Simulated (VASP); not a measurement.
# MnO2 (Pnma) in VASP: notebook

The runs below take MnO2 through single point, with PBE+U.

Everything below comes from runs of VASP 6.6.1. Logs are shortened: lines on timing, memory, paths and dates and some standing lists are left out, and cuts for length are marked.

### 1 The cell of the first run

It takes space group Pnma (No. 62, orthorhombic). Conventional cell: a = 9.405 Å, b = 2.891 Å, c = 4.397 Å, α = 90.00°, β = 90.00°, γ = 90.00°. Mn (site symmetry m) has 6 O at 1.90 to 1.93 Å within 2.5 Å. Within 2.5 Å of O (site symmetry m) lie 3 Mn at 1.90 Å and 1 O at 2.49 Å. O (site symmetry m) has 3 Mn at 1.92 to 1.93 Å and 3 O at 2.49 to 2.53 Å within 2.6 Å.

### 2 Single point, PBE+U, collinear spin, ferromagnetic start

INCAR

```
PREC = Accurate
ENCUT = 520
EDIFF = 1E-6
ISMEAR = 0
SIGMA = 0.05
LREAL = False
LASPH = True
NELM = 150
ALGO = Normal
ISIF = 2
LWAVE = False
LCHARG = False
ISPIN = 2
MAGMOM = 3.09 3.09 3.09 3.09 0 0 0 0 0 0 0 0
LORBIT = 11
LMAXMIX = 4
LDAU = True
LDAUTYPE = 2
LDAUL = 2 -1
LDAUU = 3.9 0
LDAUJ = 0 0
LDAUPRINT = 1
GGA = PE
NBANDS = 66
```

KPOINTS

```
regular mesh
0
Gamma
  2 6 4
```

POSCAR

```
MnO2
1.0
    9.4049248007      0.0000000000      0.0000000000
    0.0000000000      2.8907598728      0.0000000000
    0.0000000000      0.0000000000      4.3965365739
Mn O
4 8
Direct
    0.1335590709      0.2500000000      0.0144077014
    0.8664409291      0.7500000000      0.9855922986
    0.3664409291      0.7500000000      0.5144077014
    0.6335590709      0.2500000000      0.4855922986
    0.7902004003      0.2500000000      0.2125907653
    0.2097995997      0.7500000000      0.7874092347
    0.7097995997      0.7500000000      0.7125907653
    0.2902004003      0.2500000000      0.2874092347
    0.9603863112      0.2500000000      0.7796289556
    0.0396136888      0.7500000000      0.2203710444
    0.5396136888      0.7500000000      0.2796289556
    0.4603863112      0.2500000000      0.7203710444
```

Potentials or basis: VASP PAW PBE potentials, release 64 (Mn_pv, O).

Command:

```console
$ cat potpaw_PBE.64/Mn_pv/POTCAR potpaw_PBE.64/O/POTCAR > POTCAR
$ mpirun -np 1 vasp_std > vasp.out
```

OUTCAR:

```text
PREC = Accurate
   ENCUT = 520
   EDIFF = 1E-6
   ISMEAR = 0
   LREAL = False
   LASPH = True
   NELM = 150
   ISIF = 2
   ISPIN = 2
   LORBIT = 11
   GGA = PE

 ion  position               nearest neighbor table
   1  0.134  0.250  0.014-   6 1.90   6 1.90   8 1.90  10 1.92  10 1.92   9 1.93   2 2.90   2 2.90

   2  0.866  0.750  0.986-   5 1.90   5 1.90   7 1.90   9 1.92   9 1.92  10 1.93   1 2.90   1 2.90

   3  0.366  0.750  0.514-   8 1.90   8 1.90   6 1.90  12 1.92  12 1.92  11 1.93   4 2.90   4 2.90

   4  0.634  0.250  0.486-   7 1.90   7 1.90   5 1.90  11 1.92  11 1.92  12 1.93   3 2.90   3 2.90

   5  0.790  0.250  0.213-   2 1.90   2 1.90   4 1.90
   6  0.210  0.750  0.787-   1 1.90   1 1.90   3 1.90
   7  0.710  0.750  0.713-   4 1.90   4 1.90   2 1.90
   8  0.290  0.250  0.287-   3 1.90   3 1.90   1 1.90
   9  0.960  0.250  0.780-   2 1.92   2 1.92   1 1.93
  10  0.040  0.750  0.220-   1 1.92   1 1.92   2 1.93
  11  0.540  0.750  0.280-   4 1.92   4 1.92   3 1.93
  12  0.460  0.250  0.720-   3 1.92   3 1.92   4 1.93

  LATTYP: Found a simple orthorhombic cell.
 ALAT       =     2.8907598728
 B/A-ratio  =     1.5208930411
 C/A-ratio  =     3.2534438053

  Lattice vectors:

 A1 = (   0.0000000000,   2.8907598728,   0.0000000000)
 A2 = (   0.0000000000,   0.0000000000,   4.3965365739)
 A3 = (   9.4049248007,   0.0000000000,   0.0000000000)

Analysis of symmetry for initial positions (statically):
=====================================================================
 Subroutine PRICEL returns:
 Original cell was already a primitive cell.

 Routine SETGRP: Setting up the symmetry group for a
 simple orthorhombic supercell.

 Subroutine GETGRP returns: Found  8 space group operations
 (whereof  2 operations were pure point group operations)
 out of a pool of  8 trial point group operations.

The static configuration has the point symmetry S_2 .
 The point group associated with its full space group is D_2h.

Analysis of symmetry for dynamics (positions and initial velocities):
=====================================================================
 Subroutine PRICEL returns:
 Original cell was already a primitive cell.

 Routine SETGRP: Setting up the symmetry group for a
 simple orthorhombic supercell.

[... 326 lines left out ...]
 E-fermi :   4.1965     XC(G=0): -11.4943

 val. band max:        3.8511792872   @ k =   0.0000   0.0000   0.0000
 cond. band min:       5.0891697241   @ k =   0.0000   0.3333   0.2500
 fundamental gap:      1.2379904369
 Fermi energy:         4.1965002766

 spin component 1

 k-point     1 :       0.0000    0.0000    0.0000
  band No.  band energies     occupation
      1     -46.5983      1.00000
      2     -46.5866      1.00000
      3     -46.5603      1.00000
      4     -46.5566      1.00000
      5     -46.5453      1.00000
      6     -46.5416      1.00000
[... 1549 lines left out ...]
     61       6.8314      0.00000
     62       6.8314      0.00000
 Fermi energy:         4.1965002766

 spin component 2

 k-point     1 :       0.0000    0.0000    0.0000
  band No.  band energies     occupation
      1     -43.1747      1.00000
      2     -43.1590      1.00000
      3     -43.1541      1.00000
      4     -43.1494      1.00000
      5     -43.1365      1.00000
      6     -43.1318      1.00000
[... 1549 lines left out ...]
     61       8.8932      0.00000
     62       8.8932      0.00000
 [bands above 62 left out]

------------------------ aborting loop because EDIFF is reached ----------------------------------------

  FORCE on cell =-STRESS in cart. coord.  units (eV):
  Direction    XX          YY          ZZ          XY          YZ          ZX
  --------------------------------------------------------------------------------------
  -------------------------------------------------------------------------------------
  Total        5.2182713      5.0213805      5.0146351      0.0000000      0.0000000      0.0000000
  in kB       69.9454071     67.3062944     67.2158788      0.0000000      0.0000000      0.0000000
  external PRESSURE =      68.1558601 kB  Pullay stress =       0.0000000 kB

 VOLUME and BASIS-vectors are now :
 -----------------------------------------------------------------------------
  energy-cutoff  :      520.00
  volume of cell :      119.53
      direct lattice vectors                 reciprocal lattice vectors
     9.404924801  0.000000000  0.000000000     0.106327272  0.000000000  0.000000000
     0.000000000  2.890759873  0.000000000     0.000000000  0.345929805  0.000000000
     0.000000000  0.000000000  4.396536574     0.000000000  0.000000000  0.227451764

 POSITION                                       TOTAL-FORCE (eV/Angst)
 -----------------------------------------------------------------------------------
      1.25611      0.72269      0.06334         0.010759     -0.000000     -0.012287
      8.14881      2.16807      4.33319        -0.010759     -0.000000      0.012287
      3.44635      2.16807      2.26161        -0.010759     -0.000000     -0.012287
      5.95858      0.72269      2.13492         0.010759     -0.000000      0.012287
      7.43178      0.72269      0.93466        -0.038761      0.000000      0.023493
      1.97315      2.16807      3.46187         0.038761      0.000000     -0.023493
      6.67561      2.16807      3.13293         0.038761      0.000000      0.023493
      2.72931      0.72269      1.26361        -0.038761      0.000000     -0.023493
      9.03236      0.72269      3.42767        -0.001882      0.000000     -0.089928
      0.37256      2.16807      0.96887         0.001882      0.000000      0.089928
      5.07503      2.16807      1.22940         0.001882      0.000000     -0.089928
      4.32990      0.72269      3.16714        -0.001882      0.000000      0.089928
 -----------------------------------------------------------------------------------
    total drift:                                0.000000      0.000000     -0.000000

  FREE ENERGIE OF THE ION-ELECTRON SYSTEM (eV)
  ---------------------------------------------------
  free  energy   TOTEN  =       -84.9189567693 eV

  energy  without entropy=      -84.9189567693  energy(sigma->0) =      -84.91895677

 total charge

# of ion       s       p       d       tot
------------------------------------------
    1        0.352   6.458   4.832  11.642
    2        0.352   6.458   4.832  11.642
    3        0.352   6.458   4.832  11.642
    4        0.352   6.458   4.832  11.642
    5        1.567   3.477   0.000   5.045
    6        1.567   3.477   0.000   5.045
    7        1.567   3.477   0.000   5.045
    8        1.567   3.477   0.000   5.045
    9        1.587   3.403   0.000   4.991
   10        1.587   3.403   0.000   4.991
   11        1.587   3.403   0.000   4.991
   12        1.587   3.403   0.000   4.991
--------------------------------------------------
tot         14.026  53.355  19.327  86.708

 magnetization (x)

# of ion       s       p       d       tot
------------------------------------------
    1        0.026   0.038   3.081   3.145
    2        0.026   0.038   3.081   3.145
    3        0.026   0.038   3.081   3.145
    4        0.026   0.038   3.081   3.145
    5       -0.001  -0.037   0.000  -0.038
    6       -0.001  -0.037   0.000  -0.038
    7       -0.001  -0.037   0.000  -0.038
    8       -0.001  -0.037   0.000  -0.038
    9        0.002  -0.144   0.000  -0.142
   10        0.002  -0.144   0.000  -0.142
   11        0.002  -0.144   0.000  -0.142
   12        0.002  -0.144   0.000  -0.142
--------------------------------------------------
tot          0.107  -0.574  12.325  11.858
```

OSZICAR:

```text
N       E                     dE             d eps       ncg     rms          rms(c)
DAV:   1     0.143559705138E+04    0.14356E+04   -0.54192E+04  6352   0.182E+03
DAV:   2     0.769131963090E+02   -0.13587E+04   -0.12375E+04  6702   0.549E+02
DAV:   3    -0.103797021612E+03   -0.18071E+03   -0.17167E+03  6962   0.206E+02
DAV:   4    -0.111364186719E+03   -0.75672E+01   -0.75050E+01  6626   0.405E+01
DAV:   5    -0.111470543452E+03   -0.10636E+00   -0.10619E+00  6940   0.518E+00    0.593E+01
DAV:   6    -0.954283804918E+02    0.16042E+02   -0.18577E+02  7766   0.110E+02    0.615E+01
DAV:   7    -0.862581923069E+02    0.91702E+01   -0.69148E+01  6942   0.860E+01    0.245E+01
DAV:   8    -0.848116155406E+02    0.14466E+01   -0.91448E+00  6536   0.203E+01    0.110E+01
DAV:   9    -0.850505915027E+02   -0.23898E+00   -0.16100E+00  7890   0.140E+01    0.697E+00
DAV:  10    -0.849176501552E+02    0.13294E+00   -0.10136E+00  7198   0.808E+00    0.257E+00
DAV:  11    -0.849126028269E+02    0.50473E-02   -0.12587E-01  6558   0.277E+00    0.796E-01
DAV:  12    -0.849190874520E+02   -0.64846E-02   -0.20364E-02  7052   0.823E-01    0.463E-01
DAV:  13    -0.849186942629E+02    0.39319E-03   -0.18184E-03  8192   0.406E-01    0.207E-01
DAV:  14    -0.849188829218E+02   -0.18866E-03   -0.11126E-03  6514   0.247E-01    0.858E-02
DAV:  15    -0.849189433814E+02   -0.60460E-04   -0.25073E-04  7496   0.998E-02    0.297E-02
DAV:  16    -0.849189553000E+02   -0.11919E-04   -0.45452E-05  6128   0.376E-02    0.187E-02
DAV:  17    -0.849189567097E+02   -0.14097E-05   -0.41109E-06  5526   0.205E-02    0.852E-03
DAV:  18    -0.849189567693E+02   -0.59586E-07   -0.24310E-06  4342   0.830E-03
   1 F= -.84918957E+02 E0= -.84918957E+02  d E =-.132774E-23  mag=    12.0000
```

stdout:

```text
POSCAR found type information on POSCAR MnO
 POSCAR found :  2 types and      12 ions
 scaLAPACK will be used
 LDA part: xc-table for (Slater+PW92), standard interpolation
 POSCAR, INCAR and KPOINTS ok, starting setup
 FFT: planning ... GRIDC
 FFT: planning ... GRID_SOFT
 FFT: planning ... GRID
 WAVECAR not read
 entering main loop
```

It took 7.2 min on 1 thread of Intel Xeon Platinum 8488C (Sapphire Rapids), shared host; peak memory 0.44 GiB.

What came out:

* Free energy: -84.9190 eV
* Pressure: 6.8 GPa
* Largest force: 0.090 eV/Å
* Band gap on the k mesh: 1.24 eV (least direct gap 1.38 eV)
* Net moment: 12.00 μB per cell
* Site moments: Mn +3.15; O -0.04, -0.14 (each value once) μB
* Valence electrons inside the program's atomic spheres: Mn 11.64; O 5.04, 4.99 (each value once)

Forces on the atoms (eV/Å):
```
Mn   0.011  0.000 -0.012
Mn  -0.011  0.000  0.012
Mn  -0.011  0.000 -0.012
Mn   0.011  0.000  0.012
O   -0.039  0.000  0.023
O    0.039  0.000 -0.023
O    0.039  0.000  0.023
O   -0.039  0.000 -0.023
O   -0.002  0.000 -0.090
O    0.002  0.000  0.090
O    0.002  0.000 -0.090
O   -0.002  0.000  0.090
```

Eigenvalues of the final occupation matrices:
| site | spin | trace | eigenvalues |
| --- | --- | --- | --- |
| site 1 d | 1 | 3.97 | 0.54 0.55 0.96 0.96 0.97 |
| site 1 d | 2 | 0.89 | 0.07 0.09 0.10 0.31 0.32 |
| site 2 d | 1 | 3.97 | 0.54 0.55 0.96 0.96 0.97 |
| site 2 d | 2 | 0.89 | 0.07 0.09 0.10 0.31 0.32 |
| site 3 d | 1 | 3.97 | 0.54 0.55 0.96 0.96 0.97 |
| site 3 d | 2 | 0.89 | 0.07 0.09 0.10 0.31 0.32 |
| site 4 d | 1 | 3.97 | 0.54 0.55 0.96 0.96 0.97 |
| site 4 d | 2 | 0.89 | 0.07 0.09 0.10 0.31 0.32 |

Caveat: the cell stands under pressure; only a ferromagnetic start was run, and an antiferromagnetic order may lie lower in energy.

(Part 1 of 3 ends here.)
